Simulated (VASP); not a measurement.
Crystal: Tl.

```
Tl
1.0
     3.40996    0.00000    0.00000
    -1.70498    2.95311    0.00000
     0.00000    0.00000   11.13693
Tl
4
Direct
  0.00000 0.00000 0.00000
  0.00000 0.00000 0.50000
  0.33333 0.66667 0.25000
  0.66667 0.33333 0.75000
```

```yaml
Program: VASP 6.6.1
Task: relaxation of cell and atoms
Functional: BLYP
Potentials_or_basis: VASP PAW PBE potentials, release 64 (Tl_d)
Cutoff: 600 eV
k_mesh: 11 × 11 × 3
Occupations: fermi-dirac, width 0.1 eV
Spin: no spin polarisation
```

At the start: pressure 8.0 GPa; volume 28.04 Å³/atom.

Task: Where does the relaxation end?

Result: Over 10 steps the energy falls by 142.8 meV/atom and the volume is 35.49 Å³/atom (+26.6 %); space group P6_3/mmc (No. 194, to 0.1 Å) before and after.

Step by step:
```tsv
step	energy change (eV)	largest force (eV/Å)	pressure (GPa)	volume (Å³)
1	0.0000	0.0000	7.96	112.15
2	-0.5564	0.0000	0.72	136.33
3	-0.5664	0.0000	-0.21	143.07
4	-0.5675	0.0000	-0.03	141.51
5	-0.5674	0.0000	0.07	140.88
6	-0.5684	0.0000	0.06	140.89
7	-0.5704	0.0000	0.07	140.92
8	-0.5704	0.0000	0.13	140.92
9	-0.5710	0.0000	0.10	140.93
10	-0.5713	0.0000	-0.04	141.96
```

Final structure:
```xyz
4
Lattice="3.7328 0.0000 0.0000 -1.8664 3.2327 0.0000 0.0000 0.0000 11.7639" Properties=species:S:1:pos:R:3 pbc="T T T"
Tl    1.8664    3.2327    0.0000
Tl    1.8664    3.2327    5.8820
Tl    0.0000    2.1551    2.9410
Tl    1.8664    1.0776    8.8230
```

Caveat: the volume moved by over 15 % at a fixed basis, so the end points are rough; the PAW data sets were made with another functional, which shifts forces and pressure a little.
